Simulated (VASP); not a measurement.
Here is a VASP 6.6.1 calculation.

Contents of INCAR:

```
SYSTEM = RuCl2
PREC = Accurate
ENCUT = 520
EDIFF = 1E-6
ISMEAR = 0
SIGMA = 0.05
LREAL = .FALSE.
LASPH = .TRUE.
NELM = 60
ALGO = Normal
ISIF = 2
LWAVE = .FALSE.
LCHARG = .TRUE.
GGA = PE
LELF = .TRUE.
LVHAR = .TRUE.
NBANDS = 21
```

The input KPOINTS:

```
Automatic mesh
0
G
  12 12 6
  0 0 0
```

File POSCAR:

```
RuCl2
1.0
    3.5961362870      0.0000000000      0.0000000000
   -1.7980681435      3.1143453800      0.0000000000
    0.0000000000      0.0000000000      6.0987860714
Ru Cl
1 2
Direct
    0.0000000000      0.0000000000      0.0000000000
    0.3333333333      0.6666666667      0.2005431161
    0.6666666667      0.3333333333      0.7994568839
```

Potentials or basis: VASP PAW PBE potentials, release 64 (Ru_pv, Cl).

Launch:

```bash
$ cat potpaw_PBE.64/Ru_pv/POTCAR potpaw_PBE.64/Cl/POTCAR > POTCAR
$ mpirun -np 1 vasp_std > vasp.out
```

**Question.** Estimate the band gap on the k mesh.

**Answer.** 1.06 eV (least direct gap 1.07 eV).

**Question.** What does it give for the pressure?

**Answer.** 0.1 GPa.

Caveat: this functional lacks dispersion, which binds layers or chains, so the pressure and a relaxed spacing across them are unreliable. A k mesh can miss the band edges.
